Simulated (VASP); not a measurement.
# InAs (F-43m) in VASP: a series of runs

The runs below take InAs through single point, with PBE-based screened hybrid.

All numbers are computed with VASP 6.6.1; they aren't measurements. Logs are shortened: lines on timing, memory, paths and dates and some standing lists are left out, and cuts for length are marked.

## 1. The cell of the first run

The structure is cubic, space group F-43m (No. 216). The conventional cell has a = 6.036 Å, b = 6.036 Å, c = 6.036 Å, α = 90.00°, β = 90.00°, γ = 90.00°. Within 3.4 Å of In (site symmetry -43m) lie 4 As at 2.61 Å. Within 3.4 Å of As (site symmetry -43m) lie 4 In at 2.61 Å.

## 2. Single point, PBE-based screened hybrid

File POSCAR:

```
InAs
1.0
    0.0000000000      3.0180000000      3.0180000000
    3.0180000000      0.0000000000      3.0180000000
    3.0180000000      3.0180000000      0.0000000000
In As
1 1
Direct
    0.0000000000      0.0000000000      0.0000000000
    0.7500000000      0.7500000000      0.7500000000
```

File INCAR.step1:

```
SYSTEM = InAs
PREC = Accurate ; ENCUT = 520
EDIFF = 1E-5 ; ISMEAR = -1
SIGMA = 0.05 ; LREAL = .False.
LASPH = .True. ; NELM = 100
ALGO = Normal ; ISIF = 2
LWAVE = .True. ; NBANDS = 16
GGA = PE
```

File INCAR.step2:

```
SYSTEM = InAs
PREC = Accurate ; ENCUT = 520
EDIFF = 1E-6 ; ISMEAR = -1
SIGMA = 0.05 ; LREAL = .False.
LASPH = .True. ; NELM = 100
ALGO = Normal ; ISIF = 2
LWAVE = .False. ; LCHARG = .True.
GGA = PE ; LHFCALC = .True.
AEXX = 0.4 ; HFSCREEN = 0.2
PRECFOCK = Normal ; LELF = .True.
LVHAR = .True. ; NBANDS = 16
ISTART = 1
```

File KPOINTS:

```
Automatic mesh
0
Gamma
  4 4 4
  0 0 0
```

Potentials or basis: VASP PAW PBE potentials, release 64 (In_d, As).

Run with:

```sh
cat potpaw_PBE.64/In_d/POTCAR potpaw_PBE.64/As/POTCAR > POTCAR
cp INCAR.step1 INCAR
mpirun -np 1 vasp_std > vasp.out
cp INCAR.step2 INCAR
mpirun -np 1 vasp_std > vasp.out
```

OUTCAR:

```text
SYSTEM = InAs
   PREC = Accurate
   ENCUT = 520
   EDIFF = 1E-6
   ISMEAR = -1
   LREAL = .False.
   LASPH = .True.
   NELM = 100
   ISIF = 2
   GGA = PE
   LHFCALC = .True.
   AEXX = 0.4
   HFSCREEN = 0.2
   PRECFOCK = Normal
   ISTART = 1

 ion  position               nearest neighbor table
   1  0.000  0.000  0.000-   2 2.61   2 2.61   2 2.61   2 2.61
   2  0.750  0.750  0.750-   1 2.61   1 2.61   1 2.61   1 2.61

  LATTYP: Found a face centered cubic cell.
 ALAT       =     6.0360000000

  Lattice vectors:

 A1 = (   0.0000000000,   3.0180000000,   3.0180000000)
 A2 = (   3.0180000000,   0.0000000000,   3.0180000000)
 A3 = (   3.0180000000,   3.0180000000,   0.0000000000)

Analysis of symmetry for initial positions (statically):
=====================================================================
 Subroutine PRICEL returns:
 Original cell was already a primitive cell.

 Routine SETGRP: Setting up the symmetry group for a
 face centered cubic supercell.

 Subroutine GETGRP returns: Found 24 space group operations
 (whereof 24 operations were pure point group operations)
 out of a pool of 48 trial point group operations.

The static configuration has the point symmetry T_d .

Analysis of symmetry for dynamics (positions and initial velocities):
=====================================================================
 Subroutine PRICEL returns:
 Original cell was already a primitive cell.

 Routine SETGRP: Setting up the symmetry group for a
 face centered cubic supercell.

 Subroutine GETGRP returns: Found 24 space group operations
 (whereof 24 operations were pure point group operations)
 out of a pool of 48 trial point group operations.

The dynamic configuration has the point symmetry T_d .

 Subroutine INISYM returns: Found 24 space group operations
 (whereof 24 operations are pure point group operations),
 and found     1 'primitive' translations

----------------------------------------------------------------------------------------

                                     Primitive cell

  volume of cell :      54.9778

  direct lattice vectors                    reciprocal lattice vectors
     0.000000000  3.018000000  3.018000000    -0.165672631  0.165672631  0.165672631
     3.018000000  0.000000000  3.018000000     0.165672631 -0.165672631  0.165672631
     3.018000000  3.018000000  0.000000000     0.165672631  0.165672631 -0.165672631

  length of vectors
     4.268096531  4.268096531  4.268096531     0.286953414  0.286953414  0.286953414

  position of ions in fractional coordinates (direct lattice)
     0.000000000  0.000000000  0.000000000
     0.750000000  0.750000000  0.750000000

  ion indices of the primitive-cell ions
   primitive index   ion index
                 1           1
                 2           2

----------------------------------------------------------------------------------------

 KPOINTS: Automatic mesh

Automatic generation of k-mesh.
 Grid dimensions read from file:
 generate k-points for:    4    4    4

 Generating k-lattice:

  Cartesian coordinates                     Fractional coordinates (reciprocal lattice)
    -0.041418158  0.041418158  0.041418158     0.250000000  0.000000000  0.000000000
     0.041418158 -0.041418158  0.041418158     0.000000000  0.250000000  0.000000000
     0.041418158  0.041418158 -0.041418158     0.000000000  0.000000000  0.250000000

  Length of vectors
     0.071738354  0.071738354  0.071738354

  Shift w.r.t. Gamma in fractional coordinates (k-lattice)
     0.000000000  0.000000000  0.000000000

 Subroutine IBZKPT returns following result:
 ===========================================

 Found      8 irreducible k-points:

 Following reciprocal coordinates:
            Coordinates               Weight
  0.000000  0.000000  0.000000      1.000000
  0.250000  0.000000  0.000000      8.000000
  0.500000  0.000000  0.000000      4.000000
  0.250000  0.250000  0.000000      6.000000
  0.500000  0.250000  0.000000     24.000000
 -0.250000  0.250000  0.000000     12.000000
  0.500000  0.500000  0.000000      3.000000
 -0.250000  0.500000  0.250000      6.000000
   k-points           NKPTS =      8   k-points in BZ     NKDIM =     64   number of bands    NBANDS=     16
   number of dos      NEDOS =    301   number of ions     NIONS =      2
   total plane-waves  NPLWV =  32768
   dimension x,y,z NGX =    32 NGY =   32 NGZ =   32
   dimension x,y,z NGXF=    64 NGYF=   64 NGZF=   64
   ions per type =               1   1
   NGX,Y,Z   is equivalent  to a cutoff of  12.46, 12.46, 12.46 a.u.
   NGXF,Y,Z  is equivalent  to a cutoff of  24.93, 24.93, 24.93 a.u.
 SYSTEM =  InAs
   PREC   = accura    normal or accurate (medium, high low for compatibility)
   ISTART =      1    job   : 0-new  1-cont  2-samecut
   ICHARG =      0    charge: 1-file 2-atom 10-const
   ISPIN  =      1    spin polarized calculation?
   LNONCOLLINEAR =      F non collinear calculations
   LSORBIT =      F    spin-orbit coupling
   LASPH  =      T    aspherical Exc in radial PAW
   ENCUT  =  520.0 eV  38.22 Ry    6.18 a.u.   7.94  7.94  7.94*2*pi/ulx,y,z
   NELM   =    100;   NELMIN=  2; NELMDL=  0     # of ELM steps
   EDIFF  = 0.1E-05   stopping-criterion for ELM
   LREAL  =      F    real-space projection
   EDIFFG = 0.1E-04   stopping-criterion for IOM
   NSW    =      0    number of steps for IOM
   IBRION =     -1    ionic relax: 0-MD 1-quasi-New 2-CG
   NFREE  =      0    steps in history (QN), initial steepest desc. (CG)
   ISIF   =      2    stress and relaxation
   ISYM   =      3    0-nonsym 1-usesym 2-fastsym
   POTIM  = 0.5000    time-step for ionic-motion
   TEBEG  =    0.0;   TEEND  =   0.0 temperature during run
   PSTRESS=    0.0 pullay stress
   NELECT =      18.0000    total number of electrons
   NUPDOWN=      -1.0000    fix difference up-down
   EMIN   =  10.00;   EMAX   =-10.00  energy-range for DOS
   EFERMI =   0.00;   METHOD = LEGACY
   ISMEAR =    -1;   SIGMA  =   0.05  broadening in eV -4-tet -1-fermi 0-gaus
   EFERMI_NEDOS =   21; number of points for ismear=-14 and -15
   IALGO  =     38    algorithm
   IMIX   =      1    mixing-type and parameters
     AMIX     =   0.40;   BMIX     =  1.00
     AMIX_MAG =   1.60;   BMIX_MAG =  1.00
  volume/ion in A,a.u.               =      27.49       185.50
  Fermi-wavevector in a.u.,A,eV,Ry     =   1.128331  2.132236 17.321990  1.273130
  Thomas-Fermi vector in A             =   2.265020
   LORBIT       =      0    0 simple, 1 ext, 2 COOP (PROOUT), +10 PAW based schemes
   GGA     = PE    functional components
   LHFCALC =     T    Hartree Fock is set to
   PRECFOCK=normal    Normal, Fast or Accurate (Low or Medium for compatibility)
   ENCUT4O =  -1.0   cutoff for four orbital integrals eV
   NKREDX  =     1    reduce k-point grid by
   NKREDY  =     1    reduce k-point grid by
   NKREDZ  =     1    reduce k-point grid by
   AEXX    =    0.4000 exact exchange contribution
   HFSCREEN=    0.2000 screening length (either q_TF or 0.3 A-1)
   HFSCREENC=   0.2000 screening length for correlation (either q_TF or 0.3 A-1)
   ENCUTFOCK=  -1.0 apply spherical cutoff to Coloumb kernel
   IVDW    =     0    specifies the selected vdW correction
   LEPSILON=     F    determine dielectric tensor
   LRPA    =     F    only Hartree local field effects (RPA)
 non-spin polarized calculation
  energy-cutoff  :      520.00
  volume of cell :       54.98
 maximum number of plane-waves:      1480
  NGX = 24; NGY = 24; NGZ = 24

 number of electron      17.9999991 magnetization

 Free energy of the ion-electron system (eV)
  ---------------------------------------------------
  ext. energy  EPLUGINS =         0.00000000
  ---------------------------------------------------
  free energy    TOTEN  =       -10.16309461 eV

  energy without entropy =      -10.16309408  energy(sigma->0) =      -10.16309435

 E-fermi :   4.4800     XC(G=0):  -6.6579

 val. band max:        3.8626868346   @ k =   0.0000   0.0000   0.0000
 cond. band min:       5.0423985628   @ k =   0.0000   0.0000   0.0000
 fundamental gap:      1.1797117282
 Fermi energy:         4.4800104574

 k-point     1 :       0.0000    0.0000    0.0000
  band No.  band energies     occupation
      1     -13.3066      2.00000
      2     -13.3066      2.00000
      3     -13.3066      2.00000
      4     -13.1659      2.00000
      5     -13.1659      2.00000
      6      -9.8641      2.00000
[... 8 lines left out ...]
     15      15.1094      0.00000
     16      15.1094      0.00000

 k-point     2 :       0.2500    0.0000    0.0000
  band No.  band energies     occupation
      1     -13.3631      2.00000
      2     -13.2874      2.00000
      3     -13.2874      2.00000
      4     -13.1651      2.00000
      5     -13.1651      2.00000
      6      -9.1674      2.00000
[... 8 lines left out ...]
     15      13.8945      0.00000
     16      13.8945      0.00000

 k-point     3 :       0.5000    0.0000    0.0000
  band No.  band energies     occupation
      1     -13.4153      2.00000
      2     -13.2730      2.00000
      3     -13.2730      2.00000
      4     -13.1591      2.00000
      5     -13.1591      2.00000
      6      -8.1499      2.00000
[... 8 lines left out ...]
     15      16.4254      0.00000
     16      16.4254      0.00000

 k-point     4 :       0.2500    0.2500    0.0000
  band No.  band energies     occupation
      1     -13.3988      2.00000
      2     -13.2655      2.00000
      3     -13.2655      2.00000
      4     -13.1832      2.00000
      5     -13.1552      2.00000
      6      -8.9337      2.00000
[... 8 lines left out ...]
     15      15.8405      0.00000
     16      16.7649      0.00000

 k-point     5 :       0.5000    0.2500    0.0000
  band No.  band energies     occupation
      1     -13.4398      2.00000
      2     -13.2538      2.00000
      3     -13.2461      2.00000
      4     -13.1819      2.00000
      5     -13.1537      2.00000
      6      -7.8786      2.00000
[... 8 lines left out ...]
     15      16.6836      0.00000
     16      17.1379      0.00000

 k-point     6 :      -0.2500    0.2500    0.0000
  band No.  band energies     occupation
      1     -13.4143      2.00000
      2     -13.2657      2.00000
      3     -13.2640      2.00000
      4     -13.1682      2.00000
      5     -13.1642      2.00000
      6      -8.2520      2.00000
[... 8 lines left out ...]
     15      15.4602      0.00000
     16      17.2474      0.00000

 k-point     7 :       0.5000    0.5000    0.0000
  band No.  band energies     occupation
      1     -13.4760      2.00000
      2     -13.2226      2.00000
      3     -13.2226      2.00000
      4     -13.2041      2.00000
      5     -13.1443      2.00000
      6      -7.5014      2.00000
[... 8 lines left out ...]
     15      17.1307      0.00000
     16      17.8409      0.00000

 k-point     8 :      -0.2500    0.5000    0.2500
  band No.  band energies     occupation
      1     -13.4520      2.00000
      2     -13.2536      2.00000
      3     -13.2289      2.00000
      4     -13.1823      2.00000
      5     -13.1582      2.00000
      6      -7.4454      2.00000
[... 8 lines left out ...]
     15      17.4206      0.00000
     16      17.4615      0.00000

------------------------ aborting loop because EDIFF is reached ----------------------------------------

  FORCE on cell =-STRESS in cart. coord.  units (eV):
  Direction    XX          YY          ZZ          XY          YZ          ZX
  --------------------------------------------------------------------------------------
  -------------------------------------------------------------------------------------
  Total        0.3220886      0.3220886      0.3220886      0.0000000     -0.0000000      0.0000000
  in kB        9.3863827      9.3863827      9.3863827      0.0000000     -0.0000000      0.0000000
  external PRESSURE =       9.3863827 kB  Pullay stress =       0.0000000 kB

 VOLUME and BASIS-vectors are now :
 -----------------------------------------------------------------------------
  energy-cutoff  :      520.00
  volume of cell :       54.98
      direct lattice vectors                 reciprocal lattice vectors
     0.000000000  3.018000000  3.018000000    -0.165672631  0.165672631  0.165672631
     3.018000000  0.000000000  3.018000000     0.165672631 -0.165672631  0.165672631
     3.018000000  3.018000000  0.000000000     0.165672631  0.165672631 -0.165672631

 POSITION                                       TOTAL-FORCE (eV/Angst)
 -----------------------------------------------------------------------------------
      0.00000      0.00000      0.00000        -0.000000     -0.000000     -0.000000
      4.52700      4.52700      4.52700         0.000000      0.000000      0.000000
 -----------------------------------------------------------------------------------
    total drift:                               -0.000042     -0.000052     -0.000038

  FREE ENERGIE OF THE ION-ELECTRON SYSTEM (eV)
  ---------------------------------------------------
  free  energy   TOTEN  =       -10.1630946058 eV

  energy  without entropy=      -10.1630940845  energy(sigma->0) =      -10.16309435
```

It took 5.7 min on 1 thread of Intel Xeon Platinum 8375C at 2.90GHz (Ice Lake), shared host; peak memory 0.28 GiB.

Results:

| Property | Result |
| --- | --- |
| Free energy | -10.1631 eV |
| Pressure | 0.9 GPa |
| Band gap on the k mesh | 1.18 eV, direct |

Caveat: the k points lie up to 0.45 Å⁻¹ apart; the PAW data sets were made with another functional, which shifts forces and pressure a little; spin-orbit coupling is left out, which moves the levels of the heavy elements.

## 3. Single point, PBE-based screened hybrid

POSCAR is that of step 2.

File INCAR.step1:

```
SYSTEM = InAs
PREC = Accurate ; ENCUT = 520
EDIFF = 1E-5 ; ISMEAR = -1
SIGMA = 0.05 ; LREAL = .FALSE.
LASPH = .TRUE. ; NELM = 100
ALGO = Normal ; ISIF = 2
LWAVE = .TRUE. ; LCHARG = .FALSE.
GGA = PE ; NBANDS = 16
```

File INCAR.step2:

```
SYSTEM = InAs
PREC = Accurate ; ENCUT = 520
EDIFF = 1E-6 ; ISMEAR = -1
SIGMA = 0.05 ; LREAL = .FALSE.
LASPH = .TRUE. ; NELM = 100
ALGO = Normal ; ISIF = 2
LWAVE = .FALSE. ; LCHARG = .FALSE.
GGA = PE ; LHFCALC = .TRUE.
AEXX = 0.05 ; HFSCREEN = 0.2
PRECFOCK = Normal ; ISTART = 1
NBANDS = 16
```

File KPOINTS:

```
regular mesh
0
G
  4 4 4
  0 0 0
```

Potentials or basis: VASP PAW PBE potentials, release 64 (In_d, As).

Run with:

```sh
cat potpaw_PBE.64/In_d/POTCAR potpaw_PBE.64/As/POTCAR > POTCAR
cp INCAR.step1 INCAR
mpirun -np 1 vasp_std > vasp.out
cp INCAR.step2 INCAR
mpirun -np 1 vasp_std > vasp.out
```

Run time: 3.6 min. Hardware: 1 thread of Intel Xeon Platinum 8375C at 2.90GHz (Ice Lake), shared host; peak memory 0.28 GiB.

It converged, with:

```
Free energy            : -7.8323 eV
Pressure               : 4.3 GPa
Band gap on the k mesh : zero (filled and empty bands touch)
```

Levels at points of the mesh, in eV from the Fermi level:
| k point | band 7 | band 8 | band 9 | band 10 | band 11 | band 12 |
| --- | --- | --- | --- | --- | --- | --- |
| (0.00, 0.00, 0.00) | -0.09 | -0.05 | -0.05 | -0.05 | 3.99 | 3.99 |
| (0.50, 0.00, 0.00) | -5.96 | -1.07 | -1.07 | 1.05 | 4.77 | 4.77 |
| (0.50, 0.50, 0.00) | -6.03 | -2.44 | -2.44 | 1.58 | 2.13 | 9.41 |

Caveat: the k points lie up to 0.45 Å⁻¹ apart; the PAW data sets were made with another functional, which shifts forces and pressure a little; spin-orbit coupling is left out, which moves the levels of the heavy elements.

## 4. Single point, PBE-based screened hybrid

POSCAR is that of step 3.

File INCAR.step1:

```
ALGO = Normal
EDIFF = 1E-5
ENCUT = 520
GGA = PE
ISIF = 2
ISMEAR = -1
LASPH = T
LCHARG = F
LREAL = F
LWAVE = T
NBANDS = 16
NELM = 60
PREC = Accurate
SIGMA = 0.05
```

File INCAR.step2:

```
AEXX = 0.1
ALGO = Normal
EDIFF = 1E-6
ENCUT = 520
GGA = PE
HFSCREEN = 0.2
ISIF = 2
ISMEAR = -1
ISTART = 1
LASPH = T
LCHARG = F
LHFCALC = T
LREAL = F
LWAVE = F
NBANDS = 16
NELM = 60
PREC = Accurate
PRECFOCK = Normal
SIGMA = 0.05
```

File KPOINTS:

```
k-points
0
Gamma
  4 4 4
```

Run with:

```sh
cat potpaw_PBE.64/In_d/POTCAR potpaw_PBE.64/As/POTCAR > POTCAR
cp INCAR.step1 INCAR
mpirun -np 1 vasp_std > vasp.out
cp INCAR.step2 INCAR
mpirun -np 1 vasp_std > vasp.out
```

Run time: 4 min. Hardware: 1 thread of Intel Xeon Platinum 8375C at 2.90GHz (Ice Lake), shared host; peak memory 0.28 GiB.

It converged, with:

```yaml
Free_energy: -8.1443 eV
Pressure: 3.7 GPa
Band_gap_on_the_k_mesh: 0.11 eV, direct
```

Levels at points of the mesh, in eV from the valence-band top:
| k point | band 7 | band 8 | band 9 | band 10 | band 11 | band 12 |
| --- | --- | --- | --- | --- | --- | --- |
| (0.00, 0.00, 0.00) | 0.00 | 0.00 | 0.00 | 0.11 | 4.19 | 4.19 |
| (0.50, 0.00, 0.00) | -6.01 | -1.04 | -1.04 | 1.24 | 4.97 | 4.97 |
| (0.50, 0.50, 0.00) | -6.08 | -2.43 | -2.43 | 1.75 | 2.32 | 9.68 |

Caveat: the k points lie up to 0.45 Å⁻¹ apart; the PAW data sets were made with another functional, which shifts forces and pressure a little; spin-orbit coupling is left out, which moves the levels of the heavy elements.

(Continued in part 2 of 2.)
